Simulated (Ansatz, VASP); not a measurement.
## MnO: VASP beside Ansatz

The input INCAR:

```
ALGO = Normal
EDIFF = 1E-6
ENCUT = 520
GGA = PE
ISIF = 2
ISMEAR = 0
ISPIN = 2
LASPH = True
LCHARG = True
LDAU = True
LDAUJ = 0 0
LDAUL = 2 -1
LDAUPRINT = 1
LDAUTYPE = 2
LDAUU = 3.9 0
LELF = True
LMAXMIX = 4
LORBIT = 11
LREAL = False
LVHAR = True
LWAVE = False
MAGMOM = 5 0
NBANDS = 20
NELM = 150
PREC = Accurate
SIGMA = 0.05
```

KPOINTS

```
k-points
0
Gamma
  10 10 10
```

Contents of POSCAR:

```
MnO
1.0
    0.0000000000      2.2220003343      2.2220003343
    2.2220003343      0.0000000000      2.2220003343
    2.2220003343      2.2220003343      0.0000000000
Mn O
1 1
Direct
    0.0000000000      0.0000000000      0.0000000000
    0.5000000000      0.5000000000      0.5000000000
```

Input for Ansatz:

```yaml
crystal:
  lattice:
    - [0.0, 2.2220003343, 2.2220003343]
    - [2.2220003343, 0.0, 2.2220003343]
    - [2.2220003343, 2.2220003343, 0.0]
  atoms:
    - { symbol: Mn, position: [0.0, 0.0, 0.0], spin: 5.0 }
    - { symbol: O, position: [0.5, 0.5, 0.5] }
basis:
  ecutwfc: 420
  ecutrho_ratio: 4
kpoints:
  mp_grid: { grid: [10, 10, 10] }
hamiltonian:
  xc: pbe
  hubbard: { sites: [{ species: Mn, l: d, u_eff: 3.9 }] }
scf:
  occupations: { method: gaussian, width: 0.05 }
  lower_state_search: "off"
output:
  forces: true
  stress: true
  eigenvalues: true
  populations: true
  hubbard: { sites: [{ species: Mn, l: d }] }
magnetization:
  spin_polarized: true
checkpoint:
  read: start.run
  write: ck
  compress: false
  write_wavefunctions: false
  write_every: 100000
```

Alike in both runs: task single point; functional PBE; k mesh 10 × 10 × 10; occupations gaussian, width 0.05 eV; collinear spin; Hubbard terms Mn d U = 3.9 eV.

```csv
,VASP,Ansatz
version,VASP 6.6.1,Ansatz 0.2.0
potentials or method,"VASP PAW PBE potentials, release 64 (Mn_pv, O), cutoff 520 eV","scalar-relativistic, plane waves, PAW"
valence electrons in the cell,19,21
```

```tsv
	VASP	Ansatz	Ansatz less VASP
gap on the k mesh at the Fermi level (eV)	0.21	0.13	-0.087
least direct gap on the mesh (eV)	2.70	2.59	-0.110
pressure (GPa)	7.9	9.6	+1.68
net moment per atom (μB)	2.50	2.50	0.000
size of the moment on the site where the two differ most (μB)	4.62	4.28	-0.345
```

Site moments also hang on the region over which each program counts them. The programs project onto different local orbitals, so the same U acts differently, and such runs can settle in different states. VASP's potentials hold 19 valence electrons a cell and Ansatz's 21, so a difference there can come from the potentials and not from the codes. Ansatz's warnings: stability check not made.
